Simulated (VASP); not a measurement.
# S (I4/mmm) in VASP: single point with r2SCAN

Aim: the single point of S with r2SCAN.

All numbers are computed with VASP 6.6.1; they aren't measurements. Logs are shortened: lines on timing, memory, paths and dates and some standing lists are left out, and cuts for length are marked.

## Step 1: The cell of the first run

It takes space group I4/mmm (No. 139, tetragonal). The conventional cell has a = 2.820 Å, b = 2.820 Å, c = 3.670 Å, α = 90.00°, β = 90.00°, γ = 90.00°. S (site symmetry 4/mmm) has 12 S at 2.71 to 2.82 Å within 3.6 Å.

## Step 2: Single point, r2SCAN (strain +0.000 along x and y, -0.080 along z)

Input file POSCAR:

```
S
1.0
    0.0000000000      1.9943503440      1.8348023165
    1.9943503440      0.0000000000      1.8348023165
    1.9943503440      1.9943503440      0.0000000000
S
1
Direct
    0.0000000000      0.0000000000      0.0000000000
```

Input file INCAR.step1:

```
SYSTEM = S
PREC = Accurate ; ENCUT = 520
ISMEAR = 0 ; SIGMA = 0.15
LREAL = .FALSE. ; LASPH = .TRUE.
NELM = 100 ; NBANDS = 9
GGA = PE ; ALGO = Normal
EDIFF = 1E-4 ; LWAVE = .TRUE.
LCHARG = .FALSE.
```

Input file INCAR.step2:

```
SYSTEM = S
PREC = Accurate ; ENCUT = 520
EDIFF = 1E-6 ; ISMEAR = 0
SIGMA = 0.15 ; LREAL = .FALSE.
LASPH = .TRUE. ; NELM = 100
ALGO = Normal ; ISIF = 2
LWAVE = .FALSE. ; LCHARG = .FALSE.
METAGGA = R2SCAN ; LMIXTAU = .TRUE.
NBANDS = 9 ; ISTART = 1
```

Input file KPOINTS:

```
regular mesh
0
G
  20 20 20
  0 0 0
```

Potentials or basis: VASP PAW PBE potentials, release 64 (S).

Started as:

```console
> cat potpaw_PBE.64/S/POTCAR > POTCAR
> cp INCAR.step1 INCAR
> mpirun -np 1 vasp_std > vasp.out
> cp INCAR.step2 INCAR
> mpirun -np 1 vasp_std > vasp.out
```

OUTCAR:

```text
SYSTEM = S
   PREC = Accurate
   ENCUT = 520
   EDIFF = 1E-6
   ISMEAR = 0
   LREAL = .FALSE.
   LASPH = .TRUE.
   NELM = 100
   ISIF = 2
   METAGGA = R2SCAN
   ISTART = 1

 ion  position               nearest neighbor table
   1  0.000  0.000  0.000-

  LATTYP: Found a body centered tetragonal cell.
 ALAT       =     2.8204373046
 C/A-ratio  =     1.3010764774

  Lattice vectors:

 A1 = (   0.0000000000,  -1.9943503440,  -1.8348023165)
 A2 = (   0.0000000000,   1.9943503440,  -1.8348023165)
 A3 = (   1.9943503440,   0.0000000000,   1.8348023165)

Analysis of symmetry for initial positions (statically):
=====================================================================
 Subroutine PRICEL returns:
 Original cell was already a primitive cell.

 Routine SETGRP: Setting up the symmetry group for a
 body centered tetragonal supercell.

 Subroutine GETGRP returns: Found 16 space group operations
 (whereof 16 operations were pure point group operations)
 out of a pool of 16 trial point group operations.

The static configuration has the point symmetry D_4h.

Analysis of symmetry for dynamics (positions and initial velocities):
=====================================================================
 Subroutine PRICEL returns:
 Original cell was already a primitive cell.

 Routine SETGRP: Setting up the symmetry group for a
 body centered tetragonal supercell.

 Subroutine GETGRP returns: Found 16 space group operations
 (whereof 16 operations were pure point group operations)
 out of a pool of 16 trial point group operations.

The dynamic configuration has the point symmetry D_4h.

 Subroutine INISYM returns: Found 16 space group operations
 (whereof 16 operations are pure point group operations),
 and found     1 'primitive' translations

----------------------------------------------------------------------------------------

                                     Primitive cell

  volume of cell :      14.5956

  direct lattice vectors                    reciprocal lattice vectors
     0.000000000  1.994350344  1.834802317    -0.250708208  0.250708208  0.272508921
     1.994350344  0.000000000  1.834802317     0.250708208 -0.250708208  0.272508921
[... 77 lines left out ...]
   ISPIN  =      1    spin polarized calculation?
   LNONCOLLINEAR =      F non collinear calculations
   LSORBIT =      F    spin-orbit coupling
   LASPH  =      T    aspherical Exc in radial PAW
   ENCUT  =  520.0 eV  38.22 Ry    6.18 a.u.   5.04  5.04  5.24*2*pi/ulx,y,z
   NELM   =    100;   NELMIN=  2; NELMDL=  0     # of ELM steps
   EDIFF  = 0.1E-05   stopping-criterion for ELM
   LREAL  =      F    real-space projection
   EDIFFG = 0.1E-04   stopping-criterion for IOM
   NSW    =      0    number of steps for IOM
   IBRION =     -1    ionic relax: 0-MD 1-quasi-New 2-CG
   NFREE  =      0    steps in history (QN), initial steepest desc. (CG)
   ISIF   =      2    stress and relaxation
   ISYM   =      2    0-nonsym 1-usesym 2-fastsym
   POTIM  = 0.5000    time-step for ionic-motion
   TEBEG  =    0.0;   TEEND  =   0.0 temperature during run
   PSTRESS=    0.0 pullay stress
   NELECT =       6.0000    total number of electrons
   NUPDOWN=      -1.0000    fix difference up-down
   EMIN   =  10.00;   EMAX   =-10.00  energy-range for DOS
   EFERMI =   0.00;   METHOD = LEGACY
   ISMEAR =     0;   SIGMA  =   0.15  broadening in eV -4-tet -1-fermi 0-gaus
   EFERMI_NEDOS =   21; number of points for ismear=-14 and -15
   IALGO  =     38    algorithm
   IMIX   =      4    mixing-type and parameters
     AMIX     =   0.40;   BMIX     =  1.00
     AMIX_MAG =   1.60;   BMIX_MAG =  1.00
  volume/ion in A,a.u.               =      14.60        98.50
  Fermi-wavevector in a.u.,A,eV,Ry     =   1.217263  2.300294 20.160159  1.481730
  Thomas-Fermi vector in A             =   2.352590
   LORBIT       =      0    0 simple, 1 ext, 2 COOP (PROOUT), +10 PAW based schemes
   METAGGA = R2SCAN    functional components
   LHFCALC =     F    Hartree Fock is set to
   AEXX    =    0.0000 exact exchange contribution
   IVDW    =     0    specifies the selected vdW correction
   LEPSILON=     F    determine dielectric tensor
   LRPA    =     F    only Hartree local field effects (RPA)
 non-spin polarized calculation
 Gauss-broadening in eV      SIGMA  =   0.15
  energy-cutoff  :      520.00
  volume of cell :       14.60
 maximum number of plane-waves:       426
   NGX = 11   NGY = 11   NGZ = 11

 number of electron       6.0000000 magnetization

 Free energy of the ion-electron system (eV)
  ---------------------------------------------------
  ext. energy  EPLUGINS =         0.00000000
  ---------------------------------------------------
  free energy    TOTEN  =        -6.55186092 eV

  energy without entropy =       -6.54352632  energy(sigma->0) =       -6.54769362

 E-fermi :   8.6151     XC(G=0): -12.2457

 val. band max:        8.6137673190   @ k =  -0.4000   0.0000   0.4000
 cond. band min:       8.6174722609   @ k =   0.5000   0.2000   0.0000
 fundamental gap:      0.0037049419
 Fermi energy:         8.6150921295

 k-point     1 :       0.0000    0.0000    0.0000
  band No.  band energies     occupation
      1      -9.8497      2.00000
      2      12.4100      0.00000
      3      12.4100      0.00000
      4      12.4362      0.00000
      5      20.9379      0.00000
      6      20.9380      0.00000
      7      22.2251      0.00000
      8      25.7317      0.00000
      9      25.7381      0.00000
[... 265 lines left out ...]
 k-point    24 :      -0.3500    0.0500    0.0000
  band No.  band energies     occupation
      1      -6.4716      2.00000
      2       2.5650      2.00000
      3      10.5618      0.00000
      4      10.9986      0.00000
      5      19.2700      0.00000
      6      20.0763      0.00000
      7      21.7432      0.00000
      8      28.6902      0.00000
      9      29.1554      0.00000

 [... further k-points ...]
[... 5 lines left out ...]
  --------------------------------------------------------------------------------------
  -------------------------------------------------------------------------------------
  Total        1.0997972      1.0997972      0.2368645      0.0000000     -0.0000000      0.0000000
  in kB      120.7260588    120.7260588     26.0009034      0.0000000     -0.0000000      0.0000000
  external PRESSURE =      89.1510070 kB  Pullay stress =       0.0000000 kB

 VOLUME and BASIS-vectors are now :
 -----------------------------------------------------------------------------
  energy-cutoff  :      520.00
  volume of cell :       14.60
      direct lattice vectors                 reciprocal lattice vectors
     0.000000000  1.994350344  1.834802317    -0.250708208  0.250708208  0.272508921
     1.994350344  0.000000000  1.834802317     0.250708208 -0.250708208  0.272508921
     1.994350344  1.994350344  0.000000000     0.250708208  0.250708208 -0.272508921

 POSITION                                       TOTAL-FORCE (eV/Angst)
 -----------------------------------------------------------------------------------
      0.00000      0.00000      0.00000         0.000000      0.000000      0.000000
 -----------------------------------------------------------------------------------
    total drift:                                0.000000      0.000000     -0.000000

  FREE ENERGIE OF THE ION-ELECTRON SYSTEM (eV)
  ---------------------------------------------------
  free  energy   TOTEN  =        -6.5518609235 eV

  energy  without entropy=       -6.5435263166  energy(sigma->0) =       -6.54769362
```

OUTCAR.step1:

```text
SYSTEM = S
   PREC = Accurate
   ENCUT = 520
   ISMEAR = 0
   LREAL = .FALSE.
   LASPH = .TRUE.
[... 505 lines left out ...]
 POSITION                                       TOTAL-FORCE (eV/Angst)
 -----------------------------------------------------------------------------------
      0.00000      0.00000      0.00000         0.000000      0.000000      0.000000
 -----------------------------------------------------------------------------------
    total drift:                                0.000000      0.000000     -0.000000

  FREE ENERGIE OF THE ION-ELECTRON SYSTEM (eV)
  ---------------------------------------------------
  free  energy   TOTEN  =        -2.8243822510 eV

  energy  without entropy=       -2.8156927473  energy(sigma->0) =       -2.82003750
```

Wall time 1.8 min (1 thread of Intel Xeon 6975P-C (Granite Rapids), shared host); peak memory 0.18 GiB.

Results:

```
Free energy            : -6.5519 eV
Pressure               : 8.9 GPa
Band gap on the k mesh : zero (band 3 reaches 12.41 eV, above the bottom of band 4 at 5.12 eV)
```

Stress tensor (GPa, compression positive):
```
12.07  0.00  0.00
 0.00 12.07  0.00
 0.00  0.00  2.60
```

Caveat: the cell differs from its parent crystal (strain +0.000 along x and y, -0.080 along z); the PAW data sets were made with another functional, which shifts forces and pressure a little.
